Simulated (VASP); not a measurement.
# SbW (P6_3/mmc) in VASP: a series of runs

The runs below take SbW through single point, with PBE.

Everything below comes from runs of VASP 6.6.1. Logs are shortened: lines on timing, memory, paths and dates and some standing lists are left out, and cuts for length are marked.

## Step 1: The cell of the first run

Symmetry: P6_3/mmc, No. 194, hexagonal system. Conventional cell: a = 4.474 Å, b = 4.474 Å, c = 5.240 Å, α = 90.00°, β = 90.00°, γ = 120.00°. Within 3.5 Å of W (site symmetry -3m) lie 2 W at 2.62 Å and 6 Sb at 2.90 Å. Sb (site symmetry -6m2) has 6 W at 2.90 Å and 6 Sb at 3.68 Å within 3.8 Å.

## Step 2: Single point, PBE (22.71 Å³/atom)

The input, INCAR:

```
ALGO = Normal
EDIFF = 1E-6
ENCUT = 520
GGA = PE
ISIF = 2
ISMEAR = 0
LASPH = True
LCHARG = False
LREAL = False
LWAVE = False
NBANDS = 27
NELM = 80
PREC = Accurate
SIGMA = 0.05
```

The input, KPOINTS:

```
k-points
0
Gamma
  10 10 6
```

The input, POSCAR:

```
SbW
1.0
    4.4744902051      0.0000000000      0.0000000000
   -2.2372451025      3.8750221866      0.0000000000
    0.0000000000      0.0000000000      5.2402540229
W Sb
2 2
Direct
    0.0000000000      0.0000000000      0.0000000000
    0.0000000000      0.0000000000      0.5000000000
    0.3333333333      0.6666666667      0.2500000000
    0.6666666667      0.3333333333      0.7500000000
```

Potentials or basis: VASP PAW PBE potentials, release 64 (W_sv, Sb).

Command:

```
cat potpaw_PBE.64/W_sv/POTCAR potpaw_PBE.64/Sb/POTCAR > POTCAR
mpirun -np 1 vasp_std > vasp.out
```

OUTCAR:

```text
EDIFF = 1E-6
   ENCUT = 520
   GGA = PE
   ISIF = 2
   ISMEAR = 0
   LASPH = True
   LREAL = False
   NELM = 80
   PREC = Accurate

 ion  position               nearest neighbor table
   1  0.000  0.000  0.000-   2 2.62   2 2.62   4 2.90   3 2.90   3 2.90   4 2.90   4 2.90   3 2.90

   2  0.000  0.000  0.500-   1 2.62   1 2.62   4 2.90   3 2.90   3 2.90   4 2.90   4 2.90   3 2.90

   3  0.333  0.667  0.250-   1 2.90   2 2.90   1 2.90   2 2.90   1 2.90   2 2.90   4 3.68   4 3.68
                             4 3.68   4 3.68   4 3.68   4 3.68
   4  0.667  0.333  0.750-   1 2.90   2 2.90   1 2.90   2 2.90   1 2.90   2 2.90   3 3.68   3 3.68
                             3 3.68   3 3.68   3 3.68   3 3.68

  LATTYP: Found a hexagonal cell.
 ALAT       =     4.4744902051
 C/A-ratio  =     1.1711399026

  Lattice vectors:

 A1 = (   4.4744902051,   0.0000000000,   0.0000000000)
 A2 = (  -2.2372451025,   3.8750221866,   0.0000000000)
 A3 = (   0.0000000000,   0.0000000000,   5.2402540229)

Analysis of symmetry for initial positions (statically):
=====================================================================
 Subroutine PRICEL returns:
 Original cell was already a primitive cell.

 Routine SETGRP: Setting up the symmetry group for a
 hexagonal supercell.

 Subroutine GETGRP returns: Found 24 space group operations
 (whereof 12 operations were pure point group operations)
 out of a pool of 24 trial point group operations.

The static configuration has the point symmetry D_3d.
 The point group associated with its full space group is D_6h.

Analysis of symmetry for dynamics (positions and initial velocities):
=====================================================================
 Subroutine PRICEL returns:
 Original cell was already a primitive cell.

 Routine SETGRP: Setting up the symmetry group for a
 hexagonal supercell.

 Subroutine GETGRP returns: Found 24 space group operations
 (whereof 12 operations were pure point group operations)
 out of a pool of 24 trial point group operations.

The dynamic configuration has the point symmetry D_3d.
 The point group associated with its full space group is D_6h.

 Subroutine INISYM returns: Found 24 space group operations
 (whereof 12 operations are pure point group operations),
 and found     1 'primitive' translations

----------------------------------------------------------------------------------------

                                     Primitive cell

  volume of cell :      90.8594

  direct lattice vectors                    reciprocal lattice vectors
     4.474490205  0.000000000  0.000000000     0.223489147  0.129031519  0.000000000
    -2.237245103  3.875022187  0.000000000     0.000000000  0.258063039  0.000000000
     0.000000000  0.000000000  5.240254023     0.000000000  0.000000000  0.190830444

  length of vectors
     4.474490205  4.474490205  5.240254023     0.258063039  0.258063039  0.190830444

  position of ions in fractional coordinates (direct lattice)
     0.000000000  0.000000000  0.000000000
     0.000000000  0.000000000  0.500000000
     0.333333333  0.666666667  0.250000000
     0.666666667  0.333333333  0.750000000

  ion indices of the primitive-cell ions
   primitive index   ion index
                 1           1
                 2           2
                 3           3
                 4           4

----------------------------------------------------------------------------------------

 KPOINTS: k-points

Automatic generation of k-mesh.
 Grid dimensions read from file:
 generate k-points for:   10   10    6

 Generating k-lattice:

  Cartesian coordinates                     Fractional coordinates (reciprocal lattice)
     0.022348915  0.012903152  0.000000000     0.100000000  0.000000000  0.000000000
     0.000000000  0.025806304  0.000000000     0.000000000  0.100000000  0.000000000
     0.000000000  0.000000000  0.031805074     0.000000000  0.000000000  0.166666667

  Length of vectors
     0.025806304  0.025806304  0.031805074

  Shift w.r.t. Gamma in fractional coordinates (k-lattice)
     0.000000000  0.000000000  0.000000000

 Subroutine IBZKPT returns following result:
 ===========================================

 Found     56 irreducible k-points:

 Following reciprocal coordinates:
            Coordinates               Weight
  0.000000  0.000000  0.000000      1.000000
  0.100000  0.000000  0.000000      6.000000
  0.200000  0.000000  0.000000      6.000000
  0.300000  0.000000  0.000000      6.000000
  0.400000  0.000000  0.000000      6.000000
  0.500000 -0.000000  0.000000      3.000000
[... 16 lines left out ...]
  0.300000  0.100000  0.166667     24.000000
  0.400000  0.100000  0.166667     24.000000
 [... further k-points ...]
   k-points           NKPTS =     56   k-points in BZ     NKDIM =     56   number of bands    NBANDS=     27
   number of dos      NEDOS =    301   number of ions     NIONS =      4
   total plane-waves  NPLWV =  51840
   dimension x,y,z NGX =    36 NGY =   36 NGZ =   40
   dimension x,y,z NGXF=    72 NGYF=   72 NGZF=   80
   ions per type =               2   2
   NGX,Y,Z   is equivalent  to a cutoff of  13.38, 13.38, 12.69 a.u.
   NGXF,Y,Z  is equivalent  to a cutoff of  26.75, 26.75, 25.38 a.u.
 SYSTEM =  unknown system
   PREC   = accura    normal or accurate (medium, high low for compatibility)
   ISTART =      0    job   : 0-new  1-cont  2-samecut
   ICHARG =      2    charge: 1-file 2-atom 10-const
   ISPIN  =      1    spin polarized calculation?
   LNONCOLLINEAR =      F non collinear calculations
   LSORBIT =      F    spin-orbit coupling
   LASPH  =      T    aspherical Exc in radial PAW
   ENCUT  =  520.0 eV  38.22 Ry    6.18 a.u.   8.32  8.32  9.74*2*pi/ulx,y,z
   NELM   =     80;   NELMIN=  2; NELMDL= -5     # of ELM steps
   EDIFF  = 0.1E-05   stopping-criterion for ELM
   LREAL  =      F    real-space projection
   EDIFFG = 0.1E-04   stopping-criterion for IOM
   NSW    =      0    number of steps for IOM
   IBRION =     -1    ionic relax: 0-MD 1-quasi-New 2-CG
   NFREE  =      0    steps in history (QN), initial steepest desc. (CG)
   ISIF   =      2    stress and relaxation
   ISYM   =      2    0-nonsym 1-usesym 2-fastsym
   POTIM  = 0.5000    time-step for ionic-motion
   TEBEG  =    0.0;   TEEND  =   0.0 temperature during run
   PSTRESS=    0.0 pullay stress
   NELECT =      38.0000    total number of electrons
   NUPDOWN=      -1.0000    fix difference up-down
   EMIN   =  10.00;   EMAX   =-10.00  energy-range for DOS
   EFERMI =   0.00;   METHOD = LEGACY
   ISMEAR =     0;   SIGMA  =   0.05  broadening in eV -4-tet -1-fermi 0-gaus
   EFERMI_NEDOS =   21; number of points for ismear=-14 and -15
   IALGO  =     38    algorithm
   IMIX   =      4    mixing-type and parameters
     AMIX     =   0.40;   BMIX     =  1.00
     AMIX_MAG =   1.60;   BMIX_MAG =  1.00
  volume/ion in A,a.u.               =      22.71       153.29
  Fermi-wavevector in a.u.,A,eV,Ry     =   1.224276  2.313546 20.393115  1.498852
  Thomas-Fermi vector in A             =   2.359356
   LORBIT       =      0    0 simple, 1 ext, 2 COOP (PROOUT), +10 PAW based schemes
   GGA     = PE    functional components
   LHFCALC =     F    Hartree Fock is set to
   AEXX    =    0.0000 exact exchange contribution
   IVDW    =     0    specifies the selected vdW correction
   LEPSILON=     F    determine dielectric tensor
   LRPA    =     F    only Hartree local field effects (RPA)
 non-spin polarized calculation
 Gauss-broadening in eV      SIGMA  =   0.05
  energy-cutoff  :      520.00
  volume of cell :       90.86
 maximum number of plane-waves:      2473
 NGX is ok and might be reduce to    36
   NGX = 17   NGY = 17   NGZ = 19

 number of electron      38.0000003 magnetization

 Free energy of the ion-electron system (eV)
  ---------------------------------------------------
  ext. energy  EPLUGINS =         0.00000000
  ---------------------------------------------------
  free energy    TOTEN  =       -31.67897719 eV

  energy without entropy =      -31.67632771  energy(sigma->0) =      -31.67765245

 E-fermi :   8.3745     XC(G=0): -11.1150

 val. band max:        8.3455564917   @ k =   0.1000   0.0000   0.0000
 cond. band min:       8.4045241626   @ k =   0.4000   0.1000   0.5000
 fundamental gap:      0.0589676709
 Fermi energy:         8.3745219077

 k-point     1 :       0.0000    0.0000    0.0000
  band No.  band energies     occupation
      1     -65.4574      2.00000
      2     -65.3567      2.00000
      3     -30.2433      2.00000
      4     -29.7289      2.00000
      5     -29.7289      2.00000
      6     -29.5776      2.00000
[... 19 lines left out ...]
     26      13.8733      0.00000
     27      13.8733      0.00000

 k-point     2 :       0.1000    0.0000    0.0000
  band No.  band energies     occupation
      1     -65.4574      2.00000
      2     -65.3568      2.00000
      3     -30.2431      2.00000
      4     -29.7299      2.00000
      5     -29.7292      2.00000
      6     -29.5782      2.00000
[... 19 lines left out ...]
     26      13.3406      0.00000
     27      13.4126      0.00000

 k-point     3 :       0.2000    0.0000    0.0000
  band No.  band energies     occupation
      1     -65.4573      2.00000
      2     -65.3567      2.00000
      3     -30.2426      2.00000
      4     -29.7323      2.00000
      5     -29.7298      2.00000
      6     -29.5796      2.00000
[... 19 lines left out ...]
     26      12.9009      0.00000
     27      13.1310      0.00000

 k-point     4 :       0.3000    0.0000    0.0000
  band No.  band energies     occupation
      1     -65.4573      2.00000
      2     -65.3567      2.00000
      3     -30.2420      2.00000
      4     -29.7354      2.00000
      5     -29.7307      2.00000
      6     -29.5813      2.00000
[... 19 lines left out ...]
     26      13.2835      0.00000
     27      13.3794      0.00000
[... 516 lines left out ...]
      4     -29.7240      2.00000
      5     -29.7205      2.00000
      6     -29.5910      2.00000
[... 19 lines left out ...]
     26      12.7993      0.00000
     27      13.9170      0.00000

 k-point    23 :       0.3000    0.1000    0.1667
  band No.  band energies     occupation
      1     -65.4506      2.00000
      2     -65.3635      2.00000
      3     -30.1613      2.00000
      4     -29.7265      2.00000
      5     -29.7214      2.00000
      6     -29.5925      2.00000
[... 19 lines left out ...]
     26      13.1518      0.00000
     27      14.0459      0.00000

 k-point    24 :       0.4000    0.1000    0.1667
  band No.  band energies     occupation
      1     -65.4505      2.00000
      2     -65.3635      2.00000
      3     -30.1610      2.00000
      4     -29.7281      2.00000
      5     -29.7220      2.00000
      6     -29.5935      2.00000
[... 19 lines left out ...]
     26      13.2670      0.00000
     27      14.2755      0.00000

 [... further k-points ...]
[... 5 lines left out ...]
  --------------------------------------------------------------------------------------
  -------------------------------------------------------------------------------------
  Total       -2.8122179     -2.8122179     -2.6767638     -0.0000000      0.0000000      0.0000000
  in kB      -49.5894691    -49.5894691    -47.2009272     -0.0000000      0.0000000      0.0000000
  external PRESSURE =     -48.7932885 kB  Pullay stress =       0.0000000 kB

 VOLUME and BASIS-vectors are now :
 -----------------------------------------------------------------------------
  energy-cutoff  :      520.00
  volume of cell :       90.86
      direct lattice vectors                 reciprocal lattice vectors
     4.474490205  0.000000000  0.000000000     0.223489147  0.129031519  0.000000000
    -2.237245103  3.875022187  0.000000000     0.000000000  0.258063039  0.000000000
     0.000000000  0.000000000  5.240254023     0.000000000  0.000000000  0.190830444

 POSITION                                       TOTAL-FORCE (eV/Angst)
 -----------------------------------------------------------------------------------
      0.00000      0.00000      0.00000        -0.000000     -0.000000      0.000000
      0.00000      0.00000      2.62013         0.000000     -0.000000      0.000000
     -0.00000      2.58335      1.31006         0.000000      0.000000      0.000000
      2.23725      1.29167      3.93019        -0.000000      0.000000     -0.000000
 -----------------------------------------------------------------------------------
    total drift:                               -0.000000     -0.000000     -0.000000

  FREE ENERGIE OF THE ION-ELECTRON SYSTEM (eV)
  ---------------------------------------------------
  free  energy   TOTEN  =       -31.6789771927 eV

  energy  without entropy=      -31.6763277077  energy(sigma->0) =      -31.67765245
```

Wall time 3.4 min (1 thread of Intel Xeon 8259CL, shared host); peak memory 0.3 GiB.

Results:

| Item | Value |
| --- | --- |
| Free energy | -31.6790 eV |
| Pressure | -4.9 GPa |
| Band gap on the k mesh | zero (bands 19 and 20 overlap by 1.31 eV) |

Caveat: the cell stands under tension; spin-orbit coupling is left out, which moves the levels of the heavy elements.

## Step 3: Single point, PBE (23.37 Å³/atom)

This run uses another cell than the first one, of 23.37 Å³/atom.

The input, INCAR:

```
SYSTEM = SbW
  ALGO = Normal
  EDIFF = 1E-6
  ENCUT = 520
  GGA = PE
  ISIF = 2
  ISMEAR = 0
  LASPH = .True.
  LCHARG = .True.
  LELF = .True.
  LREAL = .False.
  LVHAR = .True.
  LWAVE = .False.
  NBANDS = 27
  NELM = 80
  PREC = Accurate
  SIGMA = 0.05
```

The input, KPOINTS:

```
k-points
0
Gamma
  10 10 6
  0 0 0
```

The input, POSCAR:

```
SbW
1.0
    4.5306054481      0.0000000000      0.0000000000
   -2.2653027240      3.9236194126      0.0000000000
    0.0000000000      0.0000000000      5.2586881378
W Sb
2 2
Direct
    0.0000000000      0.0000000000      0.0000000000
    0.0000000000      0.0000000000      0.5000000000
    0.3333333333      0.6666666667      0.2500000000
    0.6666666667      0.3333333333      0.7500000000
```

Potentials or basis: VASP PAW PBE potentials, release 64 (W_sv, Sb).

Command:

```
cat potpaw_PBE.64/W_sv/POTCAR potpaw_PBE.64/Sb/POTCAR > POTCAR
mpirun -np 1 vasp_std > vasp.out
```

It took 3.4 min on 1 thread of Intel Xeon 8259CL, shared host; peak memory 0.3 GiB.

Results (log left out):

* Free energy: -31.5738 eV
* Pressure: -7.9 GPa
* Band gap on the k mesh: zero (bands 19 and 20 overlap by 1.26 eV)

Stress tensor (GPa, compression positive):
```
-7.93  0.00  0.00
 0.00 -7.93  0.00
 0.00  0.00 -7.72
```

Levels at points of the mesh, in eV from the Fermi level:
```tsv
k point	band 17	band 18	band 19	band 20	band 21	band 22
(0.00, 0.00, 0.00)	-0.04	-0.04	0.08	0.08	2.44	2.50
(0.50, 0.00, 0.00)	-1.66	-1.35	-0.67	0.54	0.72	1.69
(0.00, 0.00, 0.50)	-0.61	-0.61	-0.61	-0.61	-0.04	-0.04
(0.50, 0.00, 0.50)	-0.10	-0.10	0.07	0.07	0.09	0.09
```

Caveat: the cell stands under tension; spin-orbit coupling is left out, which moves the levels of the heavy elements.

The gap in the log of VASP goes by the Fermi energy; the results here count the filled bands.